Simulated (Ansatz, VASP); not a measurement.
# Ti: VASP beside Ansatz

```xyz
1
Lattice="-1.6164 1.6410 1.6410 1.6164 -1.6410 1.6410 1.6164 1.6410 -1.6410" Properties=species:S:1:pos:R:3 pbc="T T T"
Ti    0.0000    0.0000    0.0000
```

Change from the starting cell: strain -0.0150 x Voigt [1, 0, 0, 0, 0, 0], atoms carried along.

Alike in both runs: task single point; functional r2SCAN; k mesh 20 × 20 × 20; occupations gaussian, width 0.15 eV; no spin polarisation.

```csv
,VASP,Ansatz
version,VASP 6.6.1,Ansatz 0.2.0
potentials or method,"VASP PAW PBE potentials, release 64 (Ti_sv), cutoff 520 eV","scalar-relativistic, plane waves, PAW"
valence electrons in the cell,12,12
```

VASP gave:

| Property | Result |
| --- | --- |
| gap on the k mesh at the Fermi level (eV) | none |
| pressure (GPa) | -0.8 |
| traceless stress, the component that is largest in VASP (GPa) | -0.41 |

Problem. Estimate Ansatz's values.

Solution. gap on the k mesh at the Fermi level (eV): none; pressure (GPa): -1.2; traceless stress, the component that is largest in VASP (GPa): -0.41.

VASP's potentials were made for PBE, not for r2SCAN. A gap of «none» marks a metal or a gap that the smearing closes. With one functional, cell and mesh, what is left measures potentials, basis and numerics.
